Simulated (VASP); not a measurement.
# Au in VASP: notebook

Au is run at these levels: r2SCAN; tasks: single point.

All numbers are computed with VASP 6.6.1; they aren't measurements. Logs are shortened: lines on timing, memory, paths and dates and some standing lists are left out, and cuts for length are marked.

### Step 1. The cell of the first run

The cell holds a slab with vacuum, 6 atoms: a = 2.890 Å, b = 2.890 Å, c = 27.162 Å, α = 90.00°, β = 90.00°, γ = 120.00°.

### Step 2. Single point, r2SCAN

Input file POSCAR:

```
Au
1.0
    2.8902925733      0.0000000000      0.0000000000
   -1.4451462866      2.5030667928      0.0000000000
    0.0000000000      0.0000000000     27.1617892398
Au
6
Direct
    0.3333333333      0.6666666667      0.2761231940
    0.6666666667      0.3333333333      0.3656739164
    0.3333333333      0.6666666667      0.4552246388
    0.6666666667      0.3333333333      0.5447753612
    0.3333333333      0.6666666667      0.6343260836
    0.6666666667      0.3333333333      0.7238768060
```

Input file INCAR.step1:

```
SYSTEM = Au
PREC = Accurate
ENCUT = 520
ISMEAR = 0
SIGMA = 0.1
LREAL = .FALSE.
LASPH = .TRUE.
NELM = 60
LDIPOL = .TRUE.
IDIPOL = 3
DIPOL = 0.5 0.5 0.500
NBANDS = 42
GGA = PE
ALGO = Normal
EDIFF = 1E-4
LWAVE = .TRUE.
LCHARG = .FALSE.
```

Input file INCAR.step2:

```
SYSTEM = Au
PREC = Accurate
ENCUT = 520
EDIFF = 1E-6
ISMEAR = 0
SIGMA = 0.1
LREAL = .FALSE.
LASPH = .TRUE.
NELM = 60
ALGO = Normal
ISIF = 2
LWAVE = .FALSE.
LCHARG = .FALSE.
LDIPOL = .TRUE.
IDIPOL = 3
DIPOL = 0.5 0.5 0.500
METAGGA = R2SCAN
LMIXTAU = .TRUE.
NBANDS = 42
ISTART = 1
```

Input file KPOINTS:

```
regular mesh
0
G
  12 12 1
  0 0 0
```

Potentials or basis: VASP PAW PBE potentials, release 64 (Au).

Run with:

```sh
cat potpaw_PBE.64/Au/POTCAR > POTCAR
cp INCAR.step1 INCAR
mpirun -np 1 vasp_std > vasp.out
cp INCAR.step2 INCAR
mpirun -np 1 vasp_std > vasp.out
```

OUTCAR:

```text
SYSTEM = Au
   PREC = Accurate
   ENCUT = 520
   EDIFF = 1E-6
   ISMEAR = 0
   LREAL = .FALSE.
   LASPH = .TRUE.
   NELM = 60
   ISIF = 2
   METAGGA = R2SCAN
   ISTART = 1

 ion  position               nearest neighbor table
   1  0.333  0.667  0.276-   2 2.95   2 2.95   2 2.95
   2  0.667  0.333  0.366-   1 2.95   3 2.95   1 2.95   3 2.95   1 2.95   3 2.95
   3  0.333  0.667  0.455-   2 2.95   4 2.95   2 2.95   4 2.95   2 2.95   4 2.95
   4  0.667  0.333  0.545-   5 2.95   3 2.95   5 2.95   3 2.95   5 2.95   3 2.95
   5  0.333  0.667  0.634-   4 2.95   6 2.95   4 2.95   6 2.95   4 2.95   6 2.95
   6  0.667  0.333  0.724-   5 2.95   5 2.95   5 2.95

  LATTYP: Found a hexagonal cell.
 ALAT       =     2.8902925733
 C/A-ratio  =     9.3975916109

  Lattice vectors:

 A1 = (   2.8902925733,   0.0000000000,   0.0000000000)
 A2 = (  -1.4451462866,   2.5030667928,   0.0000000000)
 A3 = (   0.0000000000,   0.0000000000,  27.1617892398)

Analysis of symmetry for initial positions (statically):
=====================================================================
 Subroutine PRICEL returns:
 Original cell was already a primitive cell.

 Routine SETGRP: Setting up the symmetry group for a
 hexagonal supercell.

 Subroutine GETGRP returns: Found 12 space group operations
 (whereof 12 operations were pure point group operations)
 out of a pool of 24 trial point group operations.

The static configuration has the point symmetry D_3d.

Analysis of symmetry for dynamics (positions and initial velocities):
=====================================================================
 Subroutine PRICEL returns:
 Original cell was already a primitive cell.

 Routine SETGRP: Setting up the symmetry group for a
 hexagonal supercell.

 Subroutine GETGRP returns: Found 12 space group operations
 (whereof 12 operations were pure point group operations)
 out of a pool of 24 trial point group operations.

The dynamic configuration has the point symmetry D_3d.

 Subroutine INISYM returns: Found 12 space group operations
 (whereof 12 operations are pure point group operations),
 and found     1 'primitive' translations

----------------------------------------------------------------------------------------

                                     Primitive cell

  volume of cell :     196.5046

  direct lattice vectors                    reciprocal lattice vectors
     2.890292573  0.000000000  0.000000000     0.345985735  0.199754957  0.000000000
    -1.445146287  2.503066793  0.000000000     0.000000000  0.399509914  0.000000000
     0.000000000  0.000000000 27.161789240     0.000000000  0.000000000  0.036816426

  length of vectors
     2.890292573  2.890292573 27.161789240     0.399509914  0.399509914  0.036816426

  position of ions in fractional coordinates (direct lattice)
     0.333333333  0.666666667  0.276123194
     0.666666667  0.333333333  0.365673916
     0.333333333  0.666666667  0.455224639
     0.666666667  0.333333333  0.544775361
     0.333333333  0.666666667  0.634326084
     0.666666667  0.333333333  0.723876806

  ion indices of the primitive-cell ions
   primitive index   ion index
                 1           1
                 2           2
                 3           3
                 4           4
                 5           5
                 6           6

----------------------------------------------------------------------------------------

 KPOINTS: regular mesh

Automatic generation of k-mesh.
 Grid dimensions read from file:
 generate k-points for:   12   12    1

 Generating k-lattice:

  Cartesian coordinates                     Fractional coordinates (reciprocal lattice)
     0.028832145  0.016646246  0.000000000     0.083333333  0.000000000  0.000000000
     0.000000000  0.033292493  0.000000000     0.000000000  0.083333333  0.000000000
     0.000000000  0.000000000  0.036816426     0.000000000  0.000000000  1.000000000

  Length of vectors
     0.033292493  0.033292493  0.036816426

  Shift w.r.t. Gamma in fractional coordinates (k-lattice)
     0.000000000  0.000000000  0.000000000

 Subroutine IBZKPT returns following result:
 ===========================================

 Found     19 irreducible k-points:

 Following reciprocal coordinates:
            Coordinates               Weight
  0.000000  0.000000  0.000000      1.000000
  0.083333  0.000000  0.000000      6.000000
  0.166667  0.000000  0.000000      6.000000
  0.250000 -0.000000  0.000000      6.000000
  0.333333  0.000000  0.000000      6.000000
  0.416667  0.000000  0.000000      6.000000
[... 11 lines left out ...]
  0.333333  0.250000  0.000000     12.000000
  0.333333  0.333333  0.000000      2.000000
   k-points           NKPTS =     19   k-points in BZ     NKDIM =     19   number of bands    NBANDS=     42
   number of dos      NEDOS =    301   number of ions     NIONS =      6
   total plane-waves  NPLWV = 120960
   dimension x,y,z NGX =    24 NGY =   24 NGZ =  210
   dimension x,y,z NGXF=    48 NGYF=   48 NGZF=  420
   ions per type =               6
   NGX,Y,Z   is equivalent  to a cutoff of  13.80, 13.80, 12.85 a.u.
   NGXF,Y,Z  is equivalent  to a cutoff of  27.61, 27.61, 25.71 a.u.
 SYSTEM =  Au
   PREC   = accura    normal or accurate (medium, high low for compatibility)
   ISTART =      1    job   : 0-new  1-cont  2-samecut
   ICHARG =      0    charge: 1-file 2-atom 10-const
   ISPIN  =      1    spin polarized calculation?
   LNONCOLLINEAR =      F non collinear calculations
   LSORBIT =      F    spin-orbit coupling
   LASPH  =      T    aspherical Exc in radial PAW
   ENCUT  =  520.0 eV  38.22 Ry    6.18 a.u.   5.37  5.37 50.50*2*pi/ulx,y,z
   NELM   =     60;   NELMIN=  2; NELMDL=  0     # of ELM steps
   EDIFF  = 0.1E-05   stopping-criterion for ELM
   LREAL  =      F    real-space projection
   EDIFFG = 0.1E-04   stopping-criterion for IOM
   NSW    =      0    number of steps for IOM
   IBRION =     -1    ionic relax: 0-MD 1-quasi-New 2-CG
   NFREE  =      0    steps in history (QN), initial steepest desc. (CG)
   ISIF   =      2    stress and relaxation
   ISYM   =      2    0-nonsym 1-usesym 2-fastsym
   POTIM  = 0.5000    time-step for ionic-motion
   TEBEG  =    0.0;   TEEND  =   0.0 temperature during run
   PSTRESS=    0.0 pullay stress
   NELECT =      66.0000    total number of electrons
   NUPDOWN=      -1.0000    fix difference up-down
   EMIN   =  10.00;   EMAX   =-10.00  energy-range for DOS
   EFERMI =   0.00;   METHOD = LEGACY
   ISMEAR =     0;   SIGMA  =   0.10  broadening in eV -4-tet -1-fermi 0-gaus
   EFERMI_NEDOS =   21; number of points for ismear=-14 and -15
   IALGO  =     38    algorithm
   IMIX   =      4    mixing-type and parameters
     AMIX     =   0.40;   BMIX     =  1.00
     AMIX_MAG =   1.60;   BMIX_MAG =  1.00
  volume/ion in A,a.u.               =      32.75       221.01
  Fermi-wavevector in a.u.,A,eV,Ry     =   1.137973  2.150457 17.619305  1.294982
  Thomas-Fermi vector in A             =   2.274678
   LORBIT       =      0    0 simple, 1 ext, 2 COOP (PROOUT), +10 PAW based schemes
   METAGGA = R2SCAN    functional components
   LHFCALC =     F    Hartree Fock is set to
   AEXX    =    0.0000 exact exchange contribution
   IVDW    =     0    specifies the selected vdW correction
   LEPSILON=     F    determine dielectric tensor
   LRPA    =     F    only Hartree local field effects (RPA)
 non-spin polarized calculation
 Gauss-broadening in eV      SIGMA  =   0.10
  energy-cutoff  :      520.00
  volume of cell :      196.50
 maximum number of plane-waves:      5347
 NGX is ok and might be reduce to    24
   NGX = 11   NGY = 11   NGZ =101

 number of electron      66.0000008 magnetization

 dipolmoment           0.000000      0.000000     -0.000000 electrons x Angstroem

 Free energy of the ion-electron system (eV)
  ---------------------------------------------------
  ext. energy  EPLUGINS =         0.00000000
  ---------------------------------------------------
  free energy    TOTEN  =      -302.74056119 eV

  energy without entropy =     -302.72644043  energy(sigma->0) =     -302.73350081

 E-fermi :   2.3323     XC(G=0):  -7.7200

 val. band max:        2.3300900364   @ k =   0.4167   0.0833   0.0000
 cond. band min:       2.3337596214   @ k =   0.1667   0.1667   0.0000
 fundamental gap:      0.0036695850
 Fermi energy:         2.3323308588

 k-point     1 :       0.0000    0.0000    0.0000
  band No.  band energies     occupation
      1      -7.2323      2.00000
      2      -6.6726      2.00000
      3      -5.8707      2.00000
      4      -5.2265      2.00000
      5      -4.9962      2.00000
      6      -4.9787      2.00000
[... 34 lines left out ...]
     41       8.3616      0.00000
     42      10.0690      0.00000

 k-point     2 :       0.0833    0.0000    0.0000
  band No.  band energies     occupation
      1      -7.0112      2.00000
      2      -6.4545      2.00000
      3      -5.6541      2.00000
      4      -5.0161      2.00000
      5      -4.8020      2.00000
      6      -4.7752      2.00000
[... 34 lines left out ...]
     41       8.5074      0.00000
     42      10.2254      0.00000

 k-point     3 :       0.1667    0.0000    0.0000
  band No.  band energies     occupation
      1      -6.3888      2.00000
      2      -5.8546      2.00000
      3      -5.0815      2.00000
      4      -4.4862      2.00000
      5      -4.3023      2.00000
      6      -4.2598      2.00000
[... 672 lines left out ...]
      4      -3.5483      2.00000
      5      -3.5022      2.00000
      6      -3.3457      2.00000
[... 34 lines left out ...]
     41       8.5325      0.00000
     42       8.9522      0.00000

 k-point    19 :       0.3333    0.3333    0.0000
  band No.  band energies     occupation
      1      -3.7679      2.00000
      2      -3.5929      2.00000
      3      -3.5929      2.00000
      4      -3.4365      2.00000
      5      -3.3860      2.00000
      6      -3.3860      2.00000
[... 34 lines left out ...]
     41       8.4717      0.00000
     42       9.2110      0.00000

------------------------ aborting loop because EDIFF is reached ----------------------------------------

 vacuum level on the upper side and lower side of the slab       (xc-potential included)        -0.047        -0.047

  FORCE on cell =-STRESS in cart. coord.  units (eV):
  Direction    XX          YY          ZZ          XY          YZ          ZX
  --------------------------------------------------------------------------------------
  -------------------------------------------------------------------------------------
  Total       -2.2444392     -2.2444392      0.1131880     -0.0000000     -0.0000000      0.0000000
  in kB      -18.2997777    -18.2997777      0.9228653     -0.0000000     -0.0000000      0.0000000
  external PRESSURE =     -11.8922301 kB  Pullay stress =       0.0000000 kB

 VOLUME and BASIS-vectors are now :
 -----------------------------------------------------------------------------
  energy-cutoff  :      520.00
  volume of cell :      196.50
      direct lattice vectors                 reciprocal lattice vectors
     2.890292573  0.000000000  0.000000000     0.345985735  0.199754957  0.000000000
    -1.445146287  2.503066793  0.000000000     0.000000000  0.399509914  0.000000000
     0.000000000  0.000000000 27.161789240     0.000000000  0.000000000  0.036816426

 POSITION                                       TOTAL-FORCE (eV/Angst)
 -----------------------------------------------------------------------------------
     -0.00000      1.66871      7.50000         0.000000     -0.000000     -0.112737
      1.44515      0.83436      9.93236        -0.000000     -0.000000      0.173738
     -0.00000      1.66871     12.36472        -0.000000      0.000000     -0.024087
      1.44515      0.83436     14.79707         0.000000     -0.000000      0.024087
     -0.00000      1.66871     17.22943        -0.000000      0.000000     -0.173738
      1.44515      0.83436     19.66179         0.000000      0.000000      0.112737
 -----------------------------------------------------------------------------------
    total drift:                                0.000000      0.000000     -0.000000

  FREE ENERGIE OF THE ION-ELECTRON SYSTEM (eV)
  ---------------------------------------------------
  free  energy   TOTEN  =      -302.7405611895 eV

  energy  without entropy=     -302.7264404333  energy(sigma->0) =     -302.73350081

 vacuum level on the upper side and lower side of the slab         7.533         7.533
```

Wall time 11 min (1 thread of Intel Xeon 6975P-C (Granite Rapids), shared host); peak memory 0.42 GiB.

What came out:

- Free energy: -302.7406 eV
- Largest force: 0.174 eV/Å
- Band gap on the k mesh: zero (band 33 reaches 5.47 eV, above the bottom of band 34 at -0.03 eV)

Forces in eV/Å, atoms in the order of the input:
```
Au   0.000  0.000 -0.113
Au   0.000  0.000  0.174
Au   0.000  0.000 -0.024
Au   0.000  0.000  0.024
Au   0.000  0.000 -0.174
Au   0.000  0.000  0.113
```

Caveat: the PAW data sets were made with another functional, which shifts forces and pressure a little; spin-orbit coupling is left out, which moves the levels of the heavy elements.

### Step 3. Single point, r2SCAN

Input file POSCAR:

```
Au
1.0
    2.8902925733      0.0000000000      0.0000000000
   -1.4451462866      2.5030667928      0.0000000000
    0.0000000000      0.0000000000     27.1617892398
Au
6
Direct
    0.3333333333      0.6666666667      0.2760006815
    0.6666666667      0.3333333333      0.3668068789
    0.3333333333      0.6666666667      0.4555524860
    0.6666666667      0.3333333333      0.5444476267
    0.3333333333      0.6666666667      0.6331931604
    0.6666666667      0.3333333333      0.7239991666
```

Input file INCAR.step1:

```
PREC = Accurate ; ENCUT = 520
ISMEAR = 0 ; SIGMA = 0.1
LREAL = F ; LASPH = T
NELM = 60 ; LDIPOL = T
IDIPOL = 3 ; DIPOL = 0.5 0.5 0.500
NBANDS = 42 ; GGA = PE
ALGO = Normal ; EDIFF = 1E-4
LWAVE = T ; LCHARG = F
```

Input file INCAR.step2:

```
PREC = Accurate ; ENCUT = 520
EDIFF = 1E-7 ; ISMEAR = 0
SIGMA = 0.1 ; LREAL = F
LASPH = T ; NELM = 60
ALGO = Normal ; ISIF = 2
LWAVE = F ; LCHARG = F
LDIPOL = T ; IDIPOL = 3
DIPOL = 0.5 0.5 0.500 ; METAGGA = R2SCAN
LMIXTAU = T ; NBANDS = 42
ISTART = 1
```

Input file KPOINTS:

```
Automatic mesh
0
Gamma
  12 12 1
```

Potentials or basis: VASP PAW PBE potentials, release 64 (Au).

Run with:

```sh
cat potpaw_PBE.64/Au/POTCAR > POTCAR
cp INCAR.step1 INCAR
mpirun -np 1 vasp_std > vasp.out
cp INCAR.step2 INCAR
mpirun -np 1 vasp_std > vasp.out
```

Wall time 15 min (1 thread of Intel Xeon 6975P-C (Granite Rapids), shared host); peak memory 0.44 GiB.

Results (log left out):

```yaml
Free_energy: -302.7460 eV
Largest_force: 0.017 eV/Å
Band_gap_on_the_k_mesh: zero (band 33 reaches 5.47 eV, above the bottom of band 34 at -0.04 eV)
```

Forces on the atoms (eV/Å):
```
Au   0.000  0.000 -0.017
Au   0.000  0.000 -0.004
Au   0.000  0.000  0.001
Au   0.000  0.000 -0.001
Au   0.000  0.000  0.004
Au   0.000  0.000  0.017
```

Levels at points of the mesh, in eV from the Fermi level:
| k point | band 31 | band 32 | band 33 | band 34 | band 35 | band 36 | band 37 | band 38 |
| --- | --- | --- | --- | --- | --- | --- | --- | --- |
| (0.00, 0.00, 0.00) | -2.54 | -2.37 | -2.37 | -2.35 | -2.35 | -0.82 | -0.01 | 4.04 |
| (0.50, 0.00, 0.00) | 0.31 | 0.33 | 0.73 | 1.24 | 1.53 | 1.58 | 3.89 | 3.92 |

Caveat: the PAW data sets were made with another functional, which shifts forces and pressure a little; spin-orbit coupling is left out, which moves the levels of the heavy elements.
